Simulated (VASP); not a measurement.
# Si4O: single point with PBE+D3(BJ)

Si4O, a slab with vacuum:

```xyz
5
Lattice="3.8333 0.0000 0.0000 0.0000 3.8333 0.0000 0.0000 0.0000 21.2035" Properties=species:S:1:pos:R:3 pbc="T T T"
Si    0.0000    1.9167    4.0000
Si    0.0000    0.0000    5.3553
Si    1.9167    0.0000    6.7680
Si    1.9167    1.9167    8.1035
O     2.3958    1.9167   10.6035
```

- Program: VASP 6.6.1
- Task: single point
- Functional: PBE
- Dispersion: D3(BJ)
- Potentials or basis: VASP PAW PBE potentials, release 64 (Si, O)
- Cutoff: 520 eV
- k mesh: 7 × 7 × 1
- Occupations: gaussian, width 0.05 eV
- Spin: collinear spin, ferromagnetic start
- Starting moments: [0.0, 0.0, 0.0, 0.0, 2.0] μB

```yaml
Largest_force: 2.595 eV/Å
Net_moment: 1.29 μB per cell
Site_moments: Si +0.01, -0.01, -0.00, -0.04; O +1.08 μB
Valence_electrons_inside_the_program's_atomic_spheres: Si 1.59, 1.67, 1.53 (each value once); O 4.60
Dispersion_energy_per_atom: -0.197 eV
```

Forces in eV/Å, atoms in the order of the input:
```
Si  -0.018  0.000 -0.139
Si   0.058  0.000  0.279
Si   0.020  0.000  0.324
Si   0.345  0.000  2.099
O   -0.405  0.000 -2.563
```

Levels at points of the mesh, in eV from the Fermi level:
Spin up:
| k point | band 7 | band 8 | band 9 | band 10 | band 11 | band 12 | band 13 | band 14 | band 15 | band 16 |
| --- | --- | --- | --- | --- | --- | --- | --- | --- | --- | --- |
| (0.00, 0.00, 0.00) | -2.18 | -1.89 | -1.26 | -1.04 | -0.74 | 0.78 | 1.20 | 1.70 | 1.87 | 3.00 |
Spin down:
```csv
k point,band 7,band 8,band 9,band 10,band 11,band 12,band 13,band 14
"(0.00, 0.00, 0.00)",-1.89,-0.77,-0.51,-0.12,0.86,0.96,1.24,1.70
```

Wall time 7.8 min on 1 thread of Intel(R) Xeon(R) 6975P-C (Granite Rapids), on a shared host, peak memory 0.58 GiB.
